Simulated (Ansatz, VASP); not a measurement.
# One calculation of S, two programs

```
S
1.0
     0.00000    2.16656    1.68991
     2.16656    0.00000    1.68991
     2.16656    2.16656    0.00000
S
1
Direct
  0.00000 0.00000 0.00000
```

Alike in both runs: task single point; functional PBEsol; k mesh 22 × 22 × 22; occupations gaussian, width 0.15 eV; no spin polarisation.

```csv
,VASP,Ansatz
version,VASP 6.6.1,Ansatz 0.2.0
potentials or method,"VASP PAW PBE potentials, release 64 (S), cutoff 520 eV","scalar-relativistic, plane waves, PAW"
valence electrons in the cell,6,6
```

|  | VASP | Ansatz | Ansatz less VASP |
| --- | --- | --- | --- |
| gap on the k mesh at the Fermi level (eV) | none | none | - |
| pressure (GPa) | -5.3 | -5.4 | -0.08 |
| traceless stress, the component that is largest in VASP (GPa) | -6.52 | -6.51 | +0.014 |

VASP's potentials were made for PBE, not for PBEsol. A gap of «none» marks a metal or a gap that the smearing closes.
